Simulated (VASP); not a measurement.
Cu: single point with LDA

The system is Cu.

```xyz
1
Lattice="-1.4452 1.4452 1.3746 1.4452 -1.4452 1.3746 1.4452 1.4452 -1.3746" Properties=species:S:1:pos:R:3 pbc="T T T"
Cu    0.0000    0.0000    0.0000
```

* Program: VASP 6.6.1
* Task: single point
* Functional: LDA
* Potentials or basis: VASP PAW LDA potentials, release 64 (Cu)
* Cutoff: 520 eV
* k mesh: 22 × 22 × 22
* Occupations: gaussian, width 0.15 eV
* Spin: no spin polarisation
* Dipole correction: no
* Further INCAR settings: ALGO = Fast; EDIFF = 1e-07; NBANDS = 12

```yaml
Pressure: -7.2 GPa
Band_gap_on_the_k_mesh: zero (an odd number of electrons rules out a gap without spin polarisation)
```

Stress tensor (GPa, compression positive):
```
-7.02  0.00  0.00
 0.00 -7.02  0.00
 0.00  0.00 -7.47
```

Levels at points of the mesh, in eV from the Fermi level:
```
           k point  band 4  band 5  band 6  band 7  band 8  band 9
(0.00, 0.00, 0.00)   -3.17   -2.29   -2.07   24.87   24.87   26.21
(0.50, 0.00, 0.00)   -1.97   -1.41   -0.50    4.67   17.28   17.32
(0.50, 0.50, 0.00)   -2.11   -1.43   -0.89    4.11   18.66   18.77
(0.50, 0.50, 0.50)   -1.61   -1.55    7.63    7.63    9.57   13.43
```

Run time: 52 s on 1 thread of AMD EPYC 9R45 96-Core Processor (Zen 5), on a shared host, peak memory 0.18 GiB.

Caveat: the cell stands under tension.
